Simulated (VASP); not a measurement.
# Mg (P6_3/mmc) in VASP: notebook, part 2 of 2

VASP 6.6.1. The steps go on from the part before.

## 3. Single point, revPBE+D4

This run uses another cell than the first one, of 22.31 Å³/atom, 0.923 times its volume.

File INCAR:

```
SYSTEM = Mg
PREC = Accurate
ENCUT = 520
EDIFF = 1E-6
ISMEAR = -1
SIGMA = 0.05
LREAL = .False.
LASPH = .True.
NELM = 60
ALGO = Normal
ISIF = 2
LWAVE = .False.
LCHARG = .False.
GGA = RE
IVDW = 13
NBANDS = 9
```

File KPOINTS:

```
Automatic mesh
0
Gamma
  10 10 5
  0 0 0
```

File POSCAR:

```
Mg
1.0
    3.1659257641      0.0000000000      0.0000000000
   -1.5829628820      2.7417721382      0.0000000000
    0.0000000000      0.0000000000      5.1398819084
Mg
2
Direct
    0.6666666667      0.3333333333      0.7500000000
    0.3333333333      0.6666666667      0.2500000000
```

Potentials or basis: VASP PAW PBE potentials, release 64 (Mg).

Started as:

```bash
$ cat potpaw_PBE.64/Mg/POTCAR > POTCAR
$ mpirun -np 1 vasp_std > vasp.out
```

OUTCAR:

```text
SYSTEM = Mg
   PREC = Accurate
   ENCUT = 520
   EDIFF = 1E-6
   ISMEAR = -1
   LREAL = .False.
   LASPH = .True.
   NELM = 60
   ISIF = 2
   GGA = RE
   IVDW = 13

 ion  position               nearest neighbor table
   1  0.667  0.333  0.750-   2 3.15   2 3.15   2 3.15   2 3.15   2 3.15   2 3.15
   2  0.333  0.667  0.250-   1 3.15   1 3.15   1 3.15   1 3.15   1 3.15   1 3.15

  LATTYP: Found a hexagonal cell.
 ALAT       =     3.1659257641
 C/A-ratio  =     1.6235004518

  Lattice vectors:

 A1 = (   3.1659257641,   0.0000000000,   0.0000000000)
 A2 = (  -1.5829628820,   2.7417721382,   0.0000000000)
 A3 = (   0.0000000000,   0.0000000000,   5.1398819084)

Analysis of symmetry for initial positions (statically):
=====================================================================
 Subroutine PRICEL returns:
 Original cell was already a primitive cell.

 Routine SETGRP: Setting up the symmetry group for a
 hexagonal supercell.

 Subroutine GETGRP returns: Found 24 space group operations
 (whereof 12 operations were pure point group operations)
 out of a pool of 24 trial point group operations.

The static configuration has the point symmetry D_3d.
 The point group associated with its full space group is D_6h.

Analysis of symmetry for dynamics (positions and initial velocities):
=====================================================================
 Subroutine PRICEL returns:
 Original cell was already a primitive cell.

 Routine SETGRP: Setting up the symmetry group for a
 hexagonal supercell.

 Subroutine GETGRP returns: Found 24 space group operations
 (whereof 12 operations were pure point group operations)
 out of a pool of 24 trial point group operations.

The dynamic configuration has the point symmetry D_3d.
 The point group associated with its full space group is D_6h.

 Subroutine INISYM returns: Found 24 space group operations
 (whereof 12 operations are pure point group operations),
 and found     1 'primitive' translations

----------------------------------------------------------------------------------------

                                     Primitive cell

  volume of cell :      44.6154

  direct lattice vectors                    reciprocal lattice vectors
     3.165925764  0.000000000  0.000000000     0.315863376  0.182363805  0.000000000
    -1.582962882  2.741772138  0.000000000     0.000000000  0.364727610  0.000000000
     0.000000000  0.000000000  5.139881908     0.000000000  0.000000000  0.194556999

  length of vectors
     3.165925764  3.165925764  5.139881908     0.364727610  0.364727610  0.194556999

  position of ions in fractional coordinates (direct lattice)
     0.666666667  0.333333333  0.750000000
     0.333333333  0.666666667  0.250000000

  ion indices of the primitive-cell ions
   primitive index   ion index
                 1           1
                 2           2

----------------------------------------------------------------------------------------

 KPOINTS: Automatic mesh

Automatic generation of k-mesh.
 Grid dimensions read from file:
 generate k-points for:   10   10    5

 Generating k-lattice:

  Cartesian coordinates                     Fractional coordinates (reciprocal lattice)
[... 21 lines left out ...]
  0.400000 -0.000000  0.000000      6.000000
  0.500000 -0.000000  0.000000      3.000000
[... 16 lines left out ...]
  0.300000  0.100000  0.200000     24.000000
  0.400000  0.100000  0.200000     24.000000
 [... further k-points ...]
   k-points           NKPTS =     42   k-points in BZ     NKDIM =     42   number of bands    NBANDS=      9
   number of dos      NEDOS =    301   number of ions     NIONS =      2
   total plane-waves  NPLWV =  23040
   dimension x,y,z NGX =    24 NGY =   24 NGZ =   40
   dimension x,y,z NGXF=    48 NGYF=   48 NGZF=   80
   ions per type =               2
   NGX,Y,Z   is equivalent  to a cutoff of  12.60, 12.60, 12.94 a.u.
   NGXF,Y,Z  is equivalent  to a cutoff of  25.21, 25.21, 25.88 a.u.
 SYSTEM =  Mg
   PREC   = accura    normal or accurate (medium, high low for compatibility)
   ISTART =      0    job   : 0-new  1-cont  2-samecut
   ICHARG =      2    charge: 1-file 2-atom 10-const
   ISPIN  =      1    spin polarized calculation?
   LNONCOLLINEAR =      F non collinear calculations
   LSORBIT =      F    spin-orbit coupling
   LASPH  =      T    aspherical Exc in radial PAW
   ENCUT  =  520.0 eV  38.22 Ry    6.18 a.u.   5.89  5.89  9.56*2*pi/ulx,y,z
   NELM   =     60;   NELMIN=  2; NELMDL= -5     # of ELM steps
   EDIFF  = 0.1E-05   stopping-criterion for ELM
   LREAL  =      F    real-space projection
   EDIFFG = 0.1E-04   stopping-criterion for IOM
   NSW    =      0    number of steps for IOM
   IBRION =     -1    ionic relax: 0-MD 1-quasi-New 2-CG
   NFREE  =      0    steps in history (QN), initial steepest desc. (CG)
   ISIF   =      2    stress and relaxation
   ISYM   =      2    0-nonsym 1-usesym 2-fastsym
   POTIM  = 0.5000    time-step for ionic-motion
   TEBEG  =    0.0;   TEEND  =   0.0 temperature during run
   PSTRESS=    0.0 pullay stress
   NELECT =       4.0000    total number of electrons
   NUPDOWN=      -1.0000    fix difference up-down
   EMIN   =  10.00;   EMAX   =-10.00  energy-range for DOS
   EFERMI =   0.00;   METHOD = LEGACY
   ISMEAR =    -1;   SIGMA  =   0.05  broadening in eV -4-tet -1-fermi 0-gaus
   EFERMI_NEDOS =   21; number of points for ismear=-14 and -15
   IALGO  =     38    algorithm
   IMIX   =      4    mixing-type and parameters
     AMIX     =   0.40;   BMIX     =  1.00
     AMIX_MAG =   1.60;   BMIX_MAG =  1.00
  volume/ion in A,a.u.               =      22.31       150.54
  Fermi-wavevector in a.u.,A,eV,Ry     =   0.732712  1.384624  7.304510  0.536866
  Thomas-Fermi vector in A             =   1.825242
   LORBIT       =      0    0 simple, 1 ext, 2 COOP (PROOUT), +10 PAW based schemes
   GGA     = RE    functional components
   LHFCALC =     F    Hartree Fock is set to
   AEXX    =    0.0000 exact exchange contribution
   IVDW    =    13    specifies the selected vdW correction
   LEPSILON=     F    determine dielectric tensor
   LRPA    =     F    only Hartree local field effects (RPA)
 non-spin polarized calculation
  energy-cutoff  :      520.00
  volume of cell :       44.62
 maximum number of plane-waves:      1214
 NGX is ok and might be reduce to    24
   NGX = 11   NGY = 11   NGZ = 19

 number of electron       4.0000000 magnetization

 Free energy of the ion-electron system (eV)
  ---------------------------------------------------
  ext. energy  EPLUGINS =         0.00000000
  ---------------------------------------------------
  free energy    TOTEN  =        -2.70223180 eV

  energy without entropy =       -2.69125877  energy(sigma->0) =       -2.69674528

 E-fermi :   2.9032     XC(G=0):  -8.4977

 val. band max:        2.8783434872   @ k =   0.4000   0.1000   0.4000
 cond. band min:       2.9120284134   @ k =   0.3000   0.3000   0.0000
 fundamental gap:      0.0336849262
 Fermi energy:         2.9031713760

 k-point     1 :       0.0000    0.0000    0.0000
  band No.  band energies     occupation
      1      -4.1818      2.00000
      2       1.1221      2.00000
      3       1.6574      2.00000
      4      13.9925      0.00000
      5      13.9925      0.00000
      6      14.1971      0.00000
      7      14.1971      0.00000
      8      14.8697      0.00000
      9      16.5930      0.00000
[... 265 lines left out ...]
 k-point    24 :       0.4000    0.1000    0.2000
  band No.  band energies     occupation
      1       0.1534      2.00000
      2       1.9873      2.00000
      3       3.4980      0.00001
      4       5.2586      0.00000
      5       7.2199      0.00000
      6       8.3035      0.00000
      7       9.8846      0.00000
      8      11.1094      0.00000
      9      13.7132      0.00000

 [... further k-points ...]

------------------------ aborting loop because EDIFF is reached ----------------------------------------

  DFT-D4 for vdW energy calculation

  Edisp (eV):   -0.25941

  FORCE on cell =-STRESS in cart. coord.  units (eV):
  Direction    XX          YY          ZZ          XY          YZ          ZX
  --------------------------------------------------------------------------------------
  -------------------------------------------------------------------------------------
  Total       0.20611     0.20611     0.48940     0.00000     0.00000     0.00000
  in kB       7.40156     7.40156    17.57468     0.00000     0.00000     0.00000
  external pressure =       10.79 kB  Pullay stress =        0.00 kB

 VOLUME and BASIS-vectors are now :
 -----------------------------------------------------------------------------
  energy-cutoff  :      520.00
  volume of cell :       44.62
      direct lattice vectors                 reciprocal lattice vectors
     3.165925764  0.000000000  0.000000000     0.315863376  0.182363805  0.000000000
    -1.582962882  2.741772138  0.000000000     0.000000000  0.364727610  0.000000000
     0.000000000  0.000000000  5.139881908     0.000000000  0.000000000  0.194556999

 POSITION                                       TOTAL-FORCE (eV/Angst)
 -----------------------------------------------------------------------------------
      1.58296      0.91392      3.85491         0.000000      0.000000      0.000000
     -0.00000      1.82785      1.28497         0.000000     -0.000000      0.000000
 -----------------------------------------------------------------------------------
    total drift:                                0.000000     -0.000000      0.000000

  FREE ENERGIE OF THE ION-ELECTRON SYSTEM (eV)
  ---------------------------------------------------
  free  energy   TOTEN  =        -2.9616368676 eV

  energy  without entropy=       -2.9506638402  energy(sigma->0) =       -2.95615035
```

OSZICAR:

```text
N       E                     dE             d eps       ncg     rms          rms(c)
DAV:   1     0.380777183003E+00    0.38078E+00   -0.13497E+03   756   0.317E+02
DAV:   2    -0.266799335174E+01   -0.30488E+01   -0.28111E+01  1060   0.285E+01
DAV:   3    -0.270906419766E+01   -0.41071E-01   -0.40887E-01   973   0.284E+00
DAV:   4    -0.270922064326E+01   -0.15645E-03   -0.15644E-03   983   0.165E-01
DAV:   5    -0.270922132827E+01   -0.68501E-06   -0.68532E-06   979   0.111E-02    0.998E-01
DAV:   6    -0.270743414692E+01    0.17872E-02   -0.68037E-04   863   0.229E-01    0.642E-01
DAV:   7    -0.270221398715E+01    0.52202E-02   -0.20994E-03   789   0.381E-01    0.354E-02
DAV:   8    -0.270223376023E+01   -0.19773E-04   -0.16353E-05  1062   0.237E-02    0.797E-03
DAV:   9    -0.270223196743E+01    0.17928E-05   -0.13328E-06   824   0.588E-03    0.693E-04
DAV:  10    -0.270223179548E+01    0.17195E-06   -0.82049E-09   458   0.583E-04
   1 F= -.29616369E+01 E0= -.29561504E+01  d E =-.109730E-01
```

stdout:

```text
POSCAR found type information on POSCAR Mg
 POSCAR found :  1 types and       2 ions
 scaLAPACK will be used
 -----------------------------------------------------------------------------
|                                                                             |
|                                                                             |
|     You enforced a specific xc type in the INCAR file but a different       |
|     I HOPE YOU KNOW WHAT YOU ARE DOING!                                     |
|                                                                             |
 -----------------------------------------------------------------------------

 LDA part: xc-table for (Slater+PW92), standard interpolation
 POSCAR, INCAR and KPOINTS ok, starting setup
 FFT: planning ... GRIDC
 FFT: planning ... GRID_SOFT
 FFT: planning ... GRID
 WAVECAR not read
 entering main loop
```

It took 16 s on 1 thread of Intel Xeon Platinum 8375C at 2.90GHz (Ice Lake), shared host; peak memory 0.15 GiB.

Results:

```yaml
Free_energy: -2.9616 eV
Pressure: 1.1 GPa
Band_gap_on_the_k_mesh: zero (band 2 reaches 3.51 eV, above the bottom of band 3 at 1.66 eV)
Dispersion_energy_per_atom: -0.130 eV
```

Caveat: the PAW data sets were made with another functional, which shifts forces and pressure a little; pairwise dispersion overbinds metals, which lowers pressure and volume.

## 4. Single point, revPBE+D4

This run uses another cell than the first one, of 22.77 Å³/atom, 0.942 times its volume.

File INCAR:

```
ALGO = Fast
EDIFF = 1E-7
ENCUT = 520
GGA = RE
ISIF = 2
ISMEAR = -1
IVDW = 13
LASPH = True
LCHARG = True
LELF = True
LREAL = False
LVHAR = True
LWAVE = False
NBANDS = 9
NELM = 80
PREC = Accurate
SIGMA = 0.05
```

File KPOINTS:

```
k-points
0
Gamma
  10 10 5
```

File POSCAR:

```
Mg
1.0
    3.1877604248      0.0000000000      0.0000000000
   -1.5938802124      2.7606815091      0.0000000000
    0.0000000000      0.0000000000      5.1753304900
Mg
2
Direct
    0.6666666667      0.3333333333      0.7500000000
    0.3333333333      0.6666666667      0.2500000000
```

Started as:

```bash
$ cat potpaw_PBE.64/Mg/POTCAR > POTCAR
$ mpirun -np 1 vasp_std > vasp.out
```

Run time: 18 s. Hardware: 1 thread of Intel Xeon Platinum 8375C at 2.90GHz (Ice Lake), shared host; peak memory 0.15 GiB.

The run converged. Its results:

| Quantity | Value |
| --- | --- |
| Free energy | -2.9655 eV |
| Pressure | 0.3 GPa |
| Band gap on the k mesh | zero (band 2 reaches 3.40 eV, above the bottom of band 3 at 1.55 eV) |
| Dispersion energy per atom | -0.127 eV |

Stress tensor (GPa, compression positive):
```
-0.07  0.00  0.00
 0.00 -0.07  0.00
 0.00  0.00  0.98
```

Levels at points of the mesh, in eV from the Fermi level:
```csv
k point,band 1,band 2,band 3,band 4,band 5,band 6
"(0.00, 0.00, 0.00)",-6.99,-1.75,-1.25,10.97,10.97,11.13
"(0.50, 0.00, 0.00)",-2.20,-2.16,2.64,2.97,3.30,3.70
```

Caveat: the PAW data sets were made with another functional, which shifts forces and pressure a little; pairwise dispersion overbinds metals, which lowers pressure and volume.

## 5. The runs side by side

| level | cell | k mesh | gap on the mesh (eV) | pressure (GPa) |
| --- | --- | --- | --- | --- |
| PBEsol | a = 3.209, b = 3.209, c = 5.419 Å, angles 90.0, 90.0, 120.0°, 2 atoms | 8 × 8 × 4 | none | -2.4 |
| revPBE+D4 | a = 3.166, b = 3.166, c = 5.140 Å, angles 90.0, 90.0, 120.0°, 2 atoms | 10 × 10 × 5 | none | 1.1 |
| revPBE+D4 | a = 3.188, b = 3.188, c = 5.175 Å, angles 90.0, 90.0, 120.0°, 2 atoms | 10 × 10 × 5 | none | 0.3 |

Alike in all rows: task single point; potentials or basis VASP PAW PBE potentials, release 64 (Mg); no spin polarisation; cutoff (eV) 520; smearing fermi-dirac 0.05 eV.

Caveats: the PAW data sets were made with another functional, which shifts forces and pressure a little; pairwise dispersion overbinds metals, which lowers pressure and volume (some runs).

Absolute energies hang on the potentials; compare differences alone.
